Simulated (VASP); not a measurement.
A run of VASP 6.6.1:

POSCAR

```
MgF2
1.0
    4.6220159946      0.0000000000      0.0000000000
    0.0000000000      4.6220159946      0.0000000000
    0.0000000000      0.0000000000      3.0765728771
Mg F
2 4
Direct
    0.0000000000      0.0000000000      0.0000000000
    0.5000000000      0.5000000000      0.5000000000
    0.3033639063      0.3033639063      0.0000000000
    0.1966360937      0.8033639063      0.5000000000
    0.8033639063      0.1966360937      0.5000000000
    0.6966360937      0.6966360937      0.0000000000
```

INCAR.step1

```
SYSTEM = MgF2
PREC = Accurate ; ENCUT = 520
EDIFF = 1E-5 ; ISMEAR = 0
SIGMA = 0.01 ; LREAL = .False.
LASPH = .True. ; NELM = 120
ALGO = Normal ; ISIF = 2
LWAVE = .True. ; LCHARG = .False.
NBANDS = 25 ; GGA = PE
GGA_COMPAT = .False. ; KPAR = 4
```

Contents of INCAR.step2:

```
SYSTEM = MgF2
PREC = Accurate ; ENCUT = 520
EDIFF = 1E-6 ; ISMEAR = 0
SIGMA = 0.01 ; LREAL = .False.
LASPH = .True. ; NELM = 120
ALGO = Normal ; ISIF = 2
LWAVE = .False. ; LCHARG = .False.
GGA = PE ; LHFCALC = .True.
HFSCREEN = 0.2079 ; PRECFOCK = Normal
NBANDS = 25 ; ISTART = 1
GGA_COMPAT = .False. ; KPAR = 4
```

The input KPOINTS:

```
Automatic mesh
0
Gamma
  4 4 6
  0 0 0
```

Potentials or basis: VASP PAW PBE potentials, release 64 (Mg, F).

Run with:

```sh
$ cat potpaw_PBE.64/Mg/POTCAR potpaw_PBE.64/F/POTCAR > POTCAR
$ cp INCAR.step1 INCAR
$ mpirun -np 4 vasp_std > vasp.out
$ cp INCAR.step2 INCAR
$ mpirun -np 4 vasp_std > vasp.out
```

Hardware: 4 MPI ranks on Intel(R) Xeon(R) Platinum 8375C CPU @ 2.90GHz (Ice Lake) (shared host).

**Question.** Estimate the wall time of this run.

**Answer.** Run time: 29 min on 4 MPI ranks on Intel(R) Xeon(R) Platinum 8375C CPU @ 2.90GHz (Ice Lake), with other jobs on the host, peak memory 0.31 GiB a rank. Counts: k points 24.
